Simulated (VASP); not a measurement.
# Sb (Pm-3m) in VASP: a series of runs

The runs below take Sb through single point, relaxation of cell and atoms, with r2SCAN.

Program: VASP 6.6.1. These are calculated values, not measurements. Logs are shortened: lines on timing, memory, paths and dates and some standing lists are left out, and cuts for length are marked.

## (1) The cell of the first run

It takes space group Pm-3m (No. 221, cubic). The conventional cell has a = 3.087 Å, b = 3.087 Å, c = 3.087 Å, α = 90.00°, β = 90.00°, γ = 90.00°. Sb (site symmetry m-3m) has 6 Sb at 3.09 Å within 4.1 Å.

This isn't the form of Sb at room conditions, which is rhombohedral.

## (2) Single point, r2SCAN

The input, POSCAR:

```
Sb
1.0
    3.0874791218      0.0000000000      0.0000000000
    0.0000000000      3.0874791218      0.0000000000
    0.0000000000      0.0000000000      3.0874791218
Sb
1
Direct
    0.0000000000      0.0000000000      0.0000000000
```

The input, INCAR.step1:

```
SYSTEM = Sb
PREC = Accurate
ENCUT = 520
ISMEAR = 0
SIGMA = 0.1
LREAL = .FALSE.
LASPH = .TRUE.
NELM = 100
NBANDS = 8
GGA = PE
ALGO = Normal
EDIFF = 1E-4
LWAVE = .TRUE.
LCHARG = .FALSE.
```

The input, INCAR.step2:

```
SYSTEM = Sb
PREC = Accurate
ENCUT = 520
EDIFF = 1E-7
ISMEAR = 0
SIGMA = 0.1
LREAL = .FALSE.
LASPH = .TRUE.
NELM = 100
ALGO = Normal
ISIF = 2
LWAVE = .FALSE.
LCHARG = .FALSE.
METAGGA = R2SCAN
LMIXTAU = .TRUE.
NBANDS = 8
ISTART = 1
```

The input, KPOINTS:

```
regular mesh
0
G
  14 14 14
  0 0 0
```

Potentials or basis: VASP PAW PBE potentials, release 64 (Sb).

The run is started by

```console
$ cat potpaw_PBE.64/Sb/POTCAR > POTCAR
$ cp INCAR.step1 INCAR
$ mpirun -np 1 vasp_std > vasp.out
$ cp INCAR.step2 INCAR
$ mpirun -np 1 vasp_std > vasp.out
```

OUTCAR:

```text
SYSTEM = Sb
   PREC = Accurate
   ENCUT = 520
   EDIFF = 1E-7
   ISMEAR = 0
   LREAL = .FALSE.
   LASPH = .TRUE.
   NELM = 100
   ISIF = 2
   METAGGA = R2SCAN
   ISTART = 1

 ion  position               nearest neighbor table
   1  0.000  0.000  0.000-

  LATTYP: Found a simple cubic cell.
 ALAT       =     3.0874791218

  Lattice vectors:

 A1 = (   3.0874791218,   0.0000000000,   0.0000000000)
 A2 = (   0.0000000000,   3.0874791218,   0.0000000000)
 A3 = (   0.0000000000,   0.0000000000,   3.0874791218)

Analysis of symmetry for initial positions (statically):
=====================================================================
 Subroutine PRICEL returns:
 Original cell was already a primitive cell.

 Routine SETGRP: Setting up the symmetry group for a
 simple cubic supercell.

 Subroutine GETGRP returns: Found 48 space group operations
 (whereof 48 operations were pure point group operations)
 out of a pool of 48 trial point group operations.

The static configuration has the point symmetry O_h .

Analysis of symmetry for dynamics (positions and initial velocities):
=====================================================================
 Subroutine PRICEL returns:
 Original cell was already a primitive cell.

 Routine SETGRP: Setting up the symmetry group for a
 simple cubic supercell.

 Subroutine GETGRP returns: Found 48 space group operations
 (whereof 48 operations were pure point group operations)
 out of a pool of 48 trial point group operations.

The dynamic configuration has the point symmetry O_h .

 Subroutine INISYM returns: Found 48 space group operations
 (whereof 48 operations are pure point group operations),
 and found     1 'primitive' translations

----------------------------------------------------------------------------------------

                                     Primitive cell

  volume of cell :      29.4315

  direct lattice vectors                    reciprocal lattice vectors
     3.087479122  0.000000000  0.000000000     0.323888830  0.000000000  0.000000000
     0.000000000  3.087479122  0.000000000     0.000000000  0.323888830  0.000000000
     0.000000000  0.000000000  3.087479122     0.000000000  0.000000000  0.323888830

  length of vectors
     3.087479122  3.087479122  3.087479122     0.323888830  0.323888830  0.323888830

  position of ions in fractional coordinates (direct lattice)
     0.000000000  0.000000000  0.000000000

  ion indices of the primitive-cell ions
   primitive index   ion index
                 1           1

----------------------------------------------------------------------------------------

 KPOINTS: regular mesh

Automatic generation of k-mesh.
 Grid dimensions read from file:
 generate k-points for:   14   14   14

 Generating k-lattice:

  Cartesian coordinates                     Fractional coordinates (reciprocal lattice)
     0.023134916  0.000000000  0.000000000     0.071428571  0.000000000  0.000000000
     0.000000000  0.023134916  0.000000000     0.000000000  0.071428571  0.000000000
     0.000000000  0.000000000  0.023134916     0.000000000  0.000000000  0.071428571

  Length of vectors
     0.023134916  0.023134916  0.023134916

  Shift w.r.t. Gamma in fractional coordinates (k-lattice)
     0.000000000  0.000000000  0.000000000

 Subroutine IBZKPT returns following result:
 ===========================================

 Found    120 irreducible k-points:

 Following reciprocal coordinates:
            Coordinates               Weight
  0.000000  0.000000  0.000000      1.000000
  0.071429  0.000000  0.000000      6.000000
  0.142857  0.000000  0.000000      6.000000
  0.214286  0.000000  0.000000      6.000000
  0.285714  0.000000  0.000000      6.000000
  0.357143  0.000000  0.000000      6.000000
[... 16 lines left out ...]
  0.285714  0.214286  0.000000     24.000000
  0.357143  0.214286  0.000000     24.000000
 [... further k-points ...]
   k-points           NKPTS =    120   k-points in BZ     NKDIM =    120   number of bands    NBANDS=      8
   number of dos      NEDOS =    301   number of ions     NIONS =      1
   total plane-waves  NPLWV =  13824
   dimension x,y,z NGX =    24 NGY =   24 NGZ =   24
   dimension x,y,z NGXF=    48 NGYF=   48 NGZF=   48
   ions per type =               1
   NGX,Y,Z   is equivalent  to a cutoff of  12.92, 12.92, 12.92 a.u.
   NGXF,Y,Z  is equivalent  to a cutoff of  25.85, 25.85, 25.85 a.u.
 SYSTEM =  Sb
   PREC   = accura    normal or accurate (medium, high low for compatibility)
   ISTART =      1    job   : 0-new  1-cont  2-samecut
   ICHARG =      0    charge: 1-file 2-atom 10-const
   ISPIN  =      1    spin polarized calculation?
   LNONCOLLINEAR =      F non collinear calculations
   LSORBIT =      F    spin-orbit coupling
   LASPH  =      T    aspherical Exc in radial PAW
   ENCUT  =  520.0 eV  38.22 Ry    6.18 a.u.   5.74  5.74  5.74*2*pi/ulx,y,z
   NELM   =    100;   NELMIN=  2; NELMDL=  0     # of ELM steps
   EDIFF  = 0.1E-06   stopping-criterion for ELM
   LREAL  =      F    real-space projection
   EDIFFG = 0.1E-05   stopping-criterion for IOM
   NSW    =      0    number of steps for IOM
   IBRION =     -1    ionic relax: 0-MD 1-quasi-New 2-CG
   NFREE  =      0    steps in history (QN), initial steepest desc. (CG)
   ISIF   =      2    stress and relaxation
   ISYM   =      2    0-nonsym 1-usesym 2-fastsym
   POTIM  = 0.5000    time-step for ionic-motion
   TEBEG  =    0.0;   TEEND  =   0.0 temperature during run
   PSTRESS=    0.0 pullay stress
   NELECT =       5.0000    total number of electrons
   NUPDOWN=      -1.0000    fix difference up-down
   EMIN   =  10.00;   EMAX   =-10.00  energy-range for DOS
   EFERMI =   0.00;   METHOD = LEGACY
   ISMEAR =     0;   SIGMA  =   0.10  broadening in eV -4-tet -1-fermi 0-gaus
   EFERMI_NEDOS =   21; number of points for ismear=-14 and -15
   IALGO  =     38    algorithm
   IMIX   =      4    mixing-type and parameters
     AMIX     =   0.40;   BMIX     =  1.00
     AMIX_MAG =   1.60;   BMIX_MAG =  1.00
  volume/ion in A,a.u.               =      29.43       198.61
  Fermi-wavevector in a.u.,A,eV,Ry     =   0.906694  1.713403 11.185271  0.822094
  Thomas-Fermi vector in A             =   2.030413
   LORBIT       =      0    0 simple, 1 ext, 2 COOP (PROOUT), +10 PAW based schemes
   METAGGA = R2SCAN    functional components
   LHFCALC =     F    Hartree Fock is set to
   AEXX    =    0.0000 exact exchange contribution
   IVDW    =     0    specifies the selected vdW correction
   LEPSILON=     F    determine dielectric tensor
   LRPA    =     F    only Hartree local field effects (RPA)
 non-spin polarized calculation
 Gauss-broadening in eV      SIGMA  =   0.10
  energy-cutoff  :      520.00
  volume of cell :       29.43
 maximum number of plane-waves:       840
 NGX is ok and might be reduce to    24
   NGX = 11   NGY = 11   NGZ = 11

 number of electron       4.9999999 magnetization

 Free energy of the ion-electron system (eV)
  ---------------------------------------------------
  ext. energy  EPLUGINS =         0.00000000
  ---------------------------------------------------
  free energy    TOTEN  =       -25.64522608 eV

  energy without entropy =      -25.64211541  energy(sigma->0) =      -25.64367074

 E-fermi :   7.1861     XC(G=0): -10.1678

 val. band max:        7.1763084605   @ k =   0.5000   0.2857   0.2143
 cond. band min:       7.1978805773   @ k =   0.5000   0.2857   0.2857
 fundamental gap:      0.0215721168
 Fermi energy:         7.1860991111

 k-point     1 :       0.0000    0.0000    0.0000
  band No.  band energies     occupation
      1      -5.8501      2.00000
      2      10.7098      0.00000
      3      10.7098      0.00000
      4      10.7098      0.00000
      5      14.4908      0.00000
      6      14.4908      0.00000
      7      16.4633      0.00000
      8      25.7622      0.00000

 k-point     2 :       0.0714    0.0000    0.0000
  band No.  band energies     occupation
      1      -5.7709      2.00000
      2       9.7074      0.00000
      3      10.7887      0.00000
      4      10.7887      0.00000
      5      14.5522      0.00000
      6      15.1806      0.00000
      7      16.9427      0.00000
      8      25.0705      0.00000

 k-point     3 :       0.1429    0.0000    0.0000
  band No.  band energies     occupation
      1      -5.5352      2.00000
      2       7.8902      0.00000
      3      11.0194      0.00000
      4      11.0194      0.00000
      5      14.7354      0.00000
      6      15.8263      0.00000
      7      18.6018      0.00000
      8      23.8405      0.00000

 k-point     4 :       0.2143    0.0000    0.0000
  band No.  band energies     occupation
      1      -5.1505      2.00000
      2       6.0241      2.00000
      3      11.3834      0.00000
      4      11.3834      0.00000
      5      15.0356      0.00000
      6      16.2732      0.00000
      7      20.7598      0.00000
      8      22.5491      0.00000

 k-point     5 :       0.2857    0.0000    0.0000
  band No.  band energies     occupation
      1      -4.6358      2.00000
      2       4.2949      2.00000
      3      11.8431      0.00000
      4      11.8431      0.00000
      5      15.4410      0.00000
      6      16.7794      0.00000
      7      21.3284      0.00000
      8      21.3284      0.00000
[... 177 lines left out ...]
 k-point    22 :       0.2143    0.2143    0.0000
  band No.  band energies     occupation
      1      -4.4488      2.00000
      2       6.4155      2.00000
      3       6.9884      1.99482
      4      12.0637      0.00000
      5      16.1094      0.00000
      6      17.6962      0.00000
      7      20.6558      0.00000
      8      21.9722      0.00000

 k-point    23 :       0.2857    0.2143    0.0000
  band No.  band energies     occupation
      1      -3.9316      2.00000
      2       4.9269      2.00000
      3       7.2177      0.65454
      4      12.5285      0.00000
      5      15.8552      0.00000
      6      16.9758      0.00000
      7      21.3951      0.00000
      8      21.8240      0.00000

 k-point    24 :       0.3571    0.2143    0.0000
  band No.  band energies     occupation
      1      -3.3300      2.00000
      2       3.4495      2.00000
      3       7.7224      0.00000
      4      13.0225      0.00000
      5      14.7734      0.00000
      6      17.3852      0.00000
      7      20.7922      0.00000
      8      21.1101      0.00000

 [... further k-points ...]
[... 5 lines left out ...]
  --------------------------------------------------------------------------------------
  -------------------------------------------------------------------------------------
  Total        0.0042665      0.0042665      0.0042665      0.0000000     -0.0000000      0.0000000
  in kB        0.2322573      0.2322573      0.2322573      0.0000000     -0.0000000      0.0000000
  external PRESSURE =       0.2322573 kB  Pullay stress =       0.0000000 kB

 VOLUME and BASIS-vectors are now :
 -----------------------------------------------------------------------------
  energy-cutoff  :      520.00
  volume of cell :       29.43
      direct lattice vectors                 reciprocal lattice vectors
     3.087479122  0.000000000  0.000000000     0.323888830  0.000000000  0.000000000
     0.000000000  3.087479122  0.000000000     0.000000000  0.323888830  0.000000000
     0.000000000  0.000000000  3.087479122     0.000000000  0.000000000  0.323888830

 POSITION                                       TOTAL-FORCE (eV/Angst)
 -----------------------------------------------------------------------------------
      0.00000      0.00000      0.00000         0.000000      0.000000      0.000000
 -----------------------------------------------------------------------------------
    total drift:                               -0.000000      0.000000     -0.000000

  FREE ENERGIE OF THE ION-ELECTRON SYSTEM (eV)
  ---------------------------------------------------
  free  energy   TOTEN  =       -25.6452260766 eV

  energy  without entropy=      -25.6421154125  energy(sigma->0) =      -25.64367074
```

It took 32 s on 1 thread of Intel Xeon Platinum 8559C (Emerald Rapids), shared host; peak memory 0.15 GiB.

Results:

| Quantity | Value |
| --- | --- |
| Free energy | -25.6452 eV |
| Pressure | 0.0 GPa |
| Band gap on the k mesh | zero (an odd number of electrons rules out a gap without spin polarisation) |

Caveat: the PAW data sets were made with another functional, which shifts forces and pressure a little; spin-orbit coupling is left out, which moves the levels of the heavy elements; an odd number of electrons without spin polarisation forces a metal; a magnetic or distorted state may lie lower.

[end of part 1 of 3]

The gap in the log of VASP goes by the Fermi energy; the results here count the filled bands.